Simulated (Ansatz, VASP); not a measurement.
## ZrGa3 in VASP and in Ansatz

```
Zr Ga
1.0
    -1.97886    1.97886    4.34990
     1.97886   -1.97886    4.34990
     1.97886    1.97886   -4.34990
Zr Ga
1 3
Direct
  0.00000 0.00000 0.00000
  0.50000 0.50000 0.00000
  0.75000 0.25000 0.50000
  0.25000 0.75000 0.50000
```

Change from the starting cell: volume scaled by 0.99, PAW files.

Alike in both runs: task electric field gradients; functional LDA; k mesh 12 × 12 × 12; occupations fermi-dirac, width 0.03 eV; no spin polarisation.

|  | VASP | Ansatz |
| --- | --- | --- |
| version | VASP 6.6.1 | Ansatz 0.2.0 |
| potentials or method | VASP PAW LDA potentials, release 64 (Zr_sv, Ga_d) | PAW with Ansatz's default frozen-core files, scalar-relativistic |
| plane-wave cutoff (eV) | 520 | 420 |
| valence electrons in the cell | 51 | 51 |

|  | VASP | Ansatz | Ansatz less VASP |
| --- | --- | --- | --- |
| pressure (GPa) | -4.1 | -4.4 | -0.27 |
| traceless stress, the component that is largest in VASP (GPa) | 6.44 | 6.46 | +0.015 |
| size of Vzz on the site where it differs most (V/Å²) | 97.0 | 99.5 | +2.51 |

LDA's correlation is that of Perdew and Zunger in VASP and of Perdew and Wang (1992) in Ansatz.
